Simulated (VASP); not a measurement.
# Si2Mo (I4/mmm) in VASP: a series of runs

Aim: see how the results for Si2Mo move with the level of theory and the settings. Levels: PBE+D3(BJ), PBEsol. Tasks: single point.

Everything below comes from runs of VASP 6.6.1. Logs are shortened: lines on timing, memory, paths and dates and some standing lists are left out, and cuts for length are marked.

## 1. The cell of the first run

Symmetry: I4/mmm, No. 139, tetragonal system. Conventional cell: a = 3.179 Å, b = 3.179 Å, c = 7.796 Å, α = 90.00°, β = 90.00°, γ = 90.00°. Within 3.4 Å of Si (site symmetry 4mm) lie 9 Si at 2.58 to 3.18 Å and 5 Mo at 2.59 to 2.61 Å. Within 3.4 Å of Mo (site symmetry 4/mmm) lie 10 Si at 2.59 to 2.61 Å and 4 Mo at 3.18 Å.

## 2. Single point, PBE+D3(BJ)

INCAR reads:

```
SYSTEM = Si2Mo
PREC = Accurate ; ENCUT = 520
EDIFF = 1E-6 ; ISMEAR = -1
SIGMA = 0.05 ; LREAL = .FALSE.
LASPH = .TRUE. ; NELM = 100
ALGO = Normal ; ISIF = 2
LWAVE = .FALSE. ; LCHARG = .FALSE.
GGA = PE ; IVDW = 12
NBANDS = 18
```

KPOINTS reads:

```
Automatic mesh
0
G
  11 11 11
  0 0 0
```

POSCAR reads:

```
Si2Mo
1.0
   -1.5893474648      1.5893474648      3.8978564596
    1.5893474648     -1.5893474648      3.8978564596
    1.5893474648      1.5893474648     -3.8978564596
Si Mo
2 1
Direct
    0.3346102976      0.3346102976      0.0000000000
    0.6653897024      0.6653897024      0.0000000000
    0.0000000000      0.0000000000      0.0000000000
```

Potentials or basis: VASP PAW PBE potentials, release 64 (Si, Mo_sv).

Started as:

```bash
cat potpaw_PBE.64/Si/POTCAR potpaw_PBE.64/Mo_sv/POTCAR > POTCAR
mpirun -np 1 vasp_std > vasp.out
```

OUTCAR:

```text
SYSTEM = Si2Mo
   PREC = Accurate
   ENCUT = 520
   EDIFF = 1E-6
   ISMEAR = -1
   LREAL = .FALSE.
   LASPH = .TRUE.
   NELM = 100
   ISIF = 2
   GGA = PE
   IVDW = 12
 IVDW          = 12

 ion  position               nearest neighbor table
   1  0.335  0.335  0.000-   2 2.58   3 2.59   3 2.59   3 2.59   3 2.59   2 2.61   2 2.61   2 2.61
                             2 2.61   3 2.61
   2  0.665  0.665  0.000-   1 2.58   3 2.59   3 2.59   3 2.59   3 2.59   1 2.61   1 2.61   1 2.61
                             1 2.61   3 2.61
   3  0.000  0.000  0.000-   2 2.59   2 2.59   1 2.59   1 2.59   2 2.59   1 2.59   2 2.59   1 2.59
                             1 2.61   2 2.61

  LATTYP: Found a body centered tetragonal cell.
 ALAT       =     3.1786949296
 C/A-ratio  =     2.4524885501

  Lattice vectors:

 A1 = (  -1.5893474648,   1.5893474648,   3.8978564596)
 A2 = (   1.5893474648,  -1.5893474648,   3.8978564596)
 A3 = (   1.5893474648,   1.5893474648,  -3.8978564596)

Analysis of symmetry for initial positions (statically):
=====================================================================
 Subroutine PRICEL returns:
 Original cell was already a primitive cell.

 Routine SETGRP: Setting up the symmetry group for a
 body centered tetragonal supercell.

 Subroutine GETGRP returns: Found 16 space group operations
 (whereof 16 operations were pure point group operations)
 out of a pool of 16 trial point group operations.

The static configuration has the point symmetry D_4h.

Analysis of symmetry for dynamics (positions and initial velocities):
=====================================================================
 Subroutine PRICEL returns:
 Original cell was already a primitive cell.

 Routine SETGRP: Setting up the symmetry group for a
 body centered tetragonal supercell.

 Subroutine GETGRP returns: Found 16 space group operations
 (whereof 16 operations were pure point group operations)
 out of a pool of 16 trial point group operations.

The dynamic configuration has the point symmetry D_4h.

 Subroutine INISYM returns: Found 16 space group operations
 (whereof 16 operations are pure point group operations),
 and found     1 'primitive' translations

----------------------------------------------------------------------------------------

                                     Primitive cell

  volume of cell :      39.3843

  direct lattice vectors                    reciprocal lattice vectors
    -1.589347465  1.589347465  3.897856460     0.000000000  0.314594518  0.128275632
     1.589347465 -1.589347465  3.897856460     0.314594518  0.000000000  0.128275632
     1.589347465  1.589347465 -3.897856460     0.314594518  0.314594518  0.000000000

  length of vectors
     4.499481715  4.499481715  4.499481715     0.339741591  0.339741591  0.444903834

  position of ions in fractional coordinates (direct lattice)
     0.334610298  0.334610298  0.000000000
     0.665389702  0.665389702  0.000000000
     0.000000000  0.000000000  0.000000000

  ion indices of the primitive-cell ions
   primitive index   ion index
                 1           1
                 2           2
                 3           3

----------------------------------------------------------------------------------------

 KPOINTS: Automatic mesh

Automatic generation of k-mesh.
 Grid dimensions read from file:
 generate k-points for:   11   11   11

 Generating k-lattice:

  Cartesian coordinates                     Fractional coordinates (reciprocal lattice)
     0.000000000  0.028599502  0.011661421     0.090909091 -0.000000000  0.000000000
     0.028599502  0.000000000  0.011661421    -0.000000000  0.090909091  0.000000000
     0.028599502  0.028599502  0.000000000     0.000000000  0.000000000  0.090909091

  Length of vectors
     0.030885599  0.030885599  0.040445803

  Shift w.r.t. Gamma in fractional coordinates (k-lattice)
     0.000000000  0.000000000  0.000000000

 Subroutine IBZKPT returns following result:
 ===========================================

 Found    126 irreducible k-points:

 Following reciprocal coordinates:
            Coordinates               Weight
  0.000000  0.000000  0.000000      1.000000
  0.090909  0.000000  0.000000      8.000000
  0.181818  0.000000  0.000000      8.000000
  0.272727 -0.000000  0.000000      8.000000
  0.363636  0.000000 -0.000000      8.000000
  0.454545  0.000000 -0.000000      8.000000
[... 16 lines left out ...]
 -0.272727  0.181818 -0.000000     16.000000
 -0.181818  0.181818  0.000000      4.000000
 [... further k-points ...]
   k-points           NKPTS =    126   k-points in BZ     NKDIM =    126   number of bands    NBANDS=     18
   number of dos      NEDOS =    301   number of ions     NIONS =      3
   total plane-waves  NPLWV =  46656
   dimension x,y,z NGX =    36 NGY =   36 NGZ =   36
   dimension x,y,z NGXF=    72 NGYF=   72 NGZF=   72
   ions per type =               2   1
   NGX,Y,Z   is equivalent  to a cutoff of  13.30, 13.30, 13.30 a.u.
   NGXF,Y,Z  is equivalent  to a cutoff of  26.60, 26.60, 26.60 a.u.
 SYSTEM =  Si2Mo
   PREC   = accura    normal or accurate (medium, high low for compatibility)
   ISTART =      0    job   : 0-new  1-cont  2-samecut
   ICHARG =      2    charge: 1-file 2-atom 10-const
   ISPIN  =      1    spin polarized calculation?
   LNONCOLLINEAR =      F non collinear calculations
   LSORBIT =      F    spin-orbit coupling
   LASPH  =      T    aspherical Exc in radial PAW
   ENCUT  =  520.0 eV  38.22 Ry    6.18 a.u.   8.37  8.37  8.37*2*pi/ulx,y,z
   NELM   =    100;   NELMIN=  2; NELMDL= -5     # of ELM steps
   EDIFF  = 0.1E-05   stopping-criterion for ELM
   LREAL  =      F    real-space projection
   EDIFFG = 0.1E-04   stopping-criterion for IOM
   NSW    =      0    number of steps for IOM
   IBRION =     -1    ionic relax: 0-MD 1-quasi-New 2-CG
   NFREE  =      0    steps in history (QN), initial steepest desc. (CG)
   ISIF   =      2    stress and relaxation
   ISYM   =      2    0-nonsym 1-usesym 2-fastsym
   POTIM  = 0.5000    time-step for ionic-motion
   TEBEG  =    0.0;   TEEND  =   0.0 temperature during run
   PSTRESS=    0.0 pullay stress
   NELECT =      22.0000    total number of electrons
   NUPDOWN=      -1.0000    fix difference up-down
   EMIN   =  10.00;   EMAX   =-10.00  energy-range for DOS
   EFERMI =   0.00;   METHOD = LEGACY
   ISMEAR =    -1;   SIGMA  =   0.05  broadening in eV -4-tet -1-fermi 0-gaus
   EFERMI_NEDOS =   21; number of points for ismear=-14 and -15
   IALGO  =     38    algorithm
   IMIX   =      4    mixing-type and parameters
     AMIX     =   0.40;   BMIX     =  1.00
     AMIX_MAG =   1.60;   BMIX_MAG =  1.00
  volume/ion in A,a.u.               =      13.13        88.59
  Fermi-wavevector in a.u.,A,eV,Ry     =   1.348263  2.547847 24.732841  1.817813
  Thomas-Fermi vector in A             =   2.475946
   LORBIT       =      0    0 simple, 1 ext, 2 COOP (PROOUT), +10 PAW based schemes
   GGA     = PE    functional components
   LHFCALC =     F    Hartree Fock is set to
   AEXX    =    0.0000 exact exchange contribution
   IVDW    =    12    specifies the selected vdW correction
   LEPSILON=     F    determine dielectric tensor
   LRPA    =     F    only Hartree local field effects (RPA)
 non-spin polarized calculation
  energy-cutoff  :      520.00
  volume of cell :       39.38
 maximum number of plane-waves:      1079
 NGX is ok and might be reduce to    36
   NGX = 17   NGY = 17   NGZ = 17

 number of electron      22.0000000 magnetization

 Free energy of the ion-electron system (eV)
  ---------------------------------------------------
  ext. energy  EPLUGINS =         0.00000000
  ---------------------------------------------------
  free energy    TOTEN  =       -23.22954408 eV

  energy without entropy =      -23.22660783  energy(sigma->0) =      -23.22807596

 E-fermi :  12.5543     XC(G=0): -12.5301

 val. band max:       12.5474531555   @ k =  -0.0909  -0.1818   0.0909
 cond. band min:      12.5646492022   @ k =  -0.1818  -0.2727   0.1818
 fundamental gap:      0.0171960466
 Fermi energy:        12.5542824355

 k-point     1 :       0.0000    0.0000    0.0000
  band No.  band energies     occupation
      1     -48.1093      2.00000
      2     -22.2787      2.00000
      3     -22.1863      2.00000
      4     -22.1863      2.00000
      5      -1.0105      2.00000
      6       6.0710      2.00000
[... 10 lines left out ...]
     17      17.8097      0.00000
     18      17.8097      0.00000

 k-point     2 :       0.0909    0.0000    0.0000
  band No.  band energies     occupation
      1     -48.1076      2.00000
      2     -22.2771      2.00000
      3     -22.2088      2.00000
      4     -22.1842      2.00000
      5      -0.8573      2.00000
      6       6.0850      2.00000
[... 10 lines left out ...]
     17      17.9386      0.00000
     18      18.6613      0.00000

 k-point     3 :       0.1818    0.0000    0.0000
  band No.  band energies     occupation
      1     -48.1033      2.00000
      2     -22.2733      2.00000
      3     -22.2679      2.00000
      4     -22.1786      2.00000
      5      -0.4075      2.00000
      6       6.0325      2.00000
[... 10 lines left out ...]
     17      18.7516      0.00000
     18      20.2945      0.00000

 k-point     4 :       0.2727   -0.0000    0.0000
  band No.  band energies     occupation
      1     -48.0975      2.00000
      2     -22.3465      2.00000
      3     -22.2664      2.00000
      4     -22.1712      2.00000
      5       0.3104      2.00000
      6       5.5784      2.00000
[... 10 lines left out ...]
     17      19.7896      0.00000
     18      21.6548      0.00000

 k-point     5 :       0.3636    0.0000   -0.0000
  band No.  band energies     occupation
      1     -48.0923      2.00000
      2     -22.4169      2.00000
      3     -22.2609      2.00000
      4     -22.1644      2.00000
      5       1.2508      2.00000
      6       4.6500      2.00000
[... 10 lines left out ...]
     17      19.5252      0.00000
     18      21.4258      0.00000

 k-point     6 :       0.4545    0.0000   -0.0000
  band No.  band energies     occupation
      1     -48.0892      2.00000
      2     -22.4584      2.00000
      3     -22.2576      2.00000
      4     -22.1604      2.00000
      5       2.3480      2.00000
      6       3.5242      2.00000
[... 10 lines left out ...]
     17      19.1196      0.00000
     18      20.0353      0.00000

 k-point     7 :       0.0909    0.0909    0.0000
  band No.  band energies     occupation
      1     -48.1060      2.00000
      2     -22.2763      2.00000
      3     -22.2082      2.00000
      4     -22.2051      2.00000
      5      -0.6626      2.00000
      6       5.9026      2.00000
[... 10 lines left out ...]
     17      18.6792      0.00000
     18      18.8352      0.00000

 k-point     8 :       0.1818    0.0909    0.0000
  band No.  band energies     occupation
      1     -48.1016      2.00000
      2     -22.2733      2.00000
      3     -22.2654      2.00000
      4     -22.2006      2.00000
      5      -0.1804      2.00000
      6       5.7098      2.00000
[... 10 lines left out ...]
     17      18.9649      0.00000
     18      20.3401      0.00000
[... 229 lines left out ...]
     17      20.1209      0.00000
     18      21.4116      0.00000

 k-point    20 :       0.4545    0.1818    0.0000
  band No.  band energies     occupation
      1     -48.0834      2.00000
      2     -22.4457      2.00000
      3     -22.2497      2.00000
      4     -22.2377      2.00000
      5       2.9736      2.00000
      6       3.5588      2.00000
[... 10 lines left out ...]
     17      20.1343      0.00000
     18      21.7232      0.00000

 k-point    21 :      -0.4545    0.1818    0.0000
  band No.  band energies     occupation
      1     -48.0835      2.00000
      2     -22.4456      2.00000
      3     -22.2480      2.00000
      4     -22.2375      2.00000
      5       2.4490      2.00000
      6       4.1134      2.00000
[... 10 lines left out ...]
     17      20.1017      0.00000
     18      21.0448      0.00000

 k-point    22 :      -0.3636    0.1818    0.0000
  band No.  band energies     occupation
      1     -48.0866      2.00000
      2     -22.4049      2.00000
      3     -22.2503      2.00000
      4     -22.2422      2.00000
      5       1.4443      2.00000
      6       5.2707      2.00000
[... 10 lines left out ...]
     17      19.3505      0.00000
     18      20.5065      0.00000

 k-point    23 :      -0.2727    0.1818   -0.0000
  band No.  band energies     occupation
      1     -48.0918      2.00000
      2     -22.3358      2.00000
      3     -22.2558      2.00000
      4     -22.2501      2.00000
      5       0.6072      2.00000
      6       6.4460      2.00000
[... 10 lines left out ...]
     17      18.4390      0.00000
     18      20.2793      0.00000

 k-point    24 :      -0.1818    0.1818    0.0000
  band No.  band energies     occupation
      1     -48.0974      2.00000
      2     -22.2639      2.00000
      3     -22.2627      2.00000
      4     -22.2547      2.00000
      5      -0.0025      2.00000
      6       6.8245      2.00000
[... 10 lines left out ...]
     17      19.9692      0.00000
     18      20.2049      0.00000

 [... further k-points ...]

------------------------ aborting loop because EDIFF is reached ----------------------------------------

 Edisp (eV)   -1.76786

 E8    (eV) :    -0.7689

  FORCE on cell =-STRESS in cart. coord.  units (eV):
  Direction    XX          YY          ZZ          XY          YZ          ZX
  --------------------------------------------------------------------------------------
  -------------------------------------------------------------------------------------
  Total       0.04664     0.04664     0.03939     0.00000     0.00000     0.00000
  in kB       1.89734     1.89734     1.60226     0.00000     0.00000     0.00000
  external pressure =        1.80 kB  Pullay stress =        0.00 kB

 VOLUME and BASIS-vectors are now :
 -----------------------------------------------------------------------------
  energy-cutoff  :      520.00
  volume of cell :       39.38
      direct lattice vectors                 reciprocal lattice vectors
    -1.589347465  1.589347465  3.897856460     0.000000000  0.314594518  0.128275632
     1.589347465 -1.589347465  3.897856460     0.314594518  0.000000000  0.128275632
     1.589347465  1.589347465 -3.897856460     0.314594518  0.314594518  0.000000000

 POSITION                                       TOTAL-FORCE (eV/Angst)
 -----------------------------------------------------------------------------------
      0.00000      0.00000      2.60853        -0.000000     -0.000000     -0.004784
      0.00000      0.00000      5.18719         0.000000      0.000000      0.004784
      0.00000      0.00000      0.00000        -0.000000     -0.000000     -0.000000
 -----------------------------------------------------------------------------------
    total drift:                                0.000000     -0.000000      0.000000

  FREE ENERGIE OF THE ION-ELECTRON SYSTEM (eV)
  ---------------------------------------------------
  free  energy   TOTEN  =       -24.9974066437 eV

  energy  without entropy=      -24.9944703890  energy(sigma->0) =      -24.99593852
```

Wall time 82 s (1 thread of Intel Xeon Platinum 8375C at 2.90GHz (Ice Lake), shared host); peak memory 0.26 GiB.

What came out:

```yaml
Free_energy: -24.9974 eV
Pressure: 0.2 GPa
Largest_force: 0.005 eV/Å
Band_gap_on_the_k_mesh: zero (band 11 reaches 13.09 eV, above the bottom of band 12 at 12.19 eV)
Dispersion_energy_per_atom: -0.589 eV
```

Forces in eV/Å, atoms in the order of the input:
```
Si   0.000  0.000 -0.005
Si   0.000  0.000  0.005
Mo   0.000  0.000  0.000
```

Caveat: pairwise dispersion overbinds metals, which lowers pressure and volume.

## 3. Single point, PBEsol

This run uses another cell than the first one, of 13.27 Å³/atom, 1.011 times its volume.

INCAR reads:

```
PREC     = Accurate       # precision mode
ENCUT    = 520            # plane-wave cutoff, eV
EDIFF    = 1E-7           # SCF threshold, eV
ISMEAR   = -1             # smearing method
SIGMA    = 0.05           # smearing width, eV
LREAL    = F              # projectors in reciprocal space
LASPH    = T              # aspherical terms in the spheres
NELM     = 60             # most SCF steps
ALGO     = Normal         # electronic algorithm
ISIF     = 2              # what is computed and relaxed
LWAVE    = F              # write WAVECAR
LCHARG   = F              # write CHGCAR
GGA      = PS             # functional
NBANDS   = 18             # bands
```

KPOINTS reads:

```
regular mesh
0
Gamma
  11 11 11
```

POSCAR reads:

```
Si2Mo
1.0
   -1.5951334709      1.5951334709      3.9105343720
    1.5951334709     -1.5951334709      3.9105343720
    1.5951334709      1.5951334709     -3.9105343720
Si Mo
2 1
Direct
    0.3350660547      0.3350660547      0.0000000000
    0.6649339453      0.6649339453      0.0000000000
    0.0000000000      0.0000000000      0.0000000000
```

Potentials or basis: VASP PAW PBE potentials, release 64 (Si, Mo_sv).

Started as:

```bash
cat potpaw_PBE.64/Si/POTCAR potpaw_PBE.64/Mo_sv/POTCAR > POTCAR
mpirun -np 1 vasp_std > vasp.out
```

Wall time 1.9 min (1 thread of Intel Xeon Platinum 8375C at 2.90GHz (Ice Lake), shared host); peak memory 0.25 GiB.

It converged, with:

```
Free energy            : -25.0794 eV
Pressure               : 0.4 GPa
Largest force          : 0.004 eV/Å
Band gap on the k mesh : zero (band 11 reaches 12.83 eV, above the bottom of band 12 at 11.95 eV)
```

Forces on the atoms (eV/Å):
```
Si   0.000  0.000 -0.004
Si   0.000  0.000  0.004
Mo   0.000  0.000  0.000
```

Levels at points of the mesh, in eV from the Fermi level:
```
           k point  band 7  band 8  band 9  band 10  band 11  band 12  band 13  band 14  band 15  band 16
(0.00, 0.00, 0.00)   -3.36   -3.11   -2.61    -2.61     0.42     3.16     3.27     3.59     3.59     4.17
```

Caveat: the PAW data sets were made with another functional, which shifts forces and pressure a little.
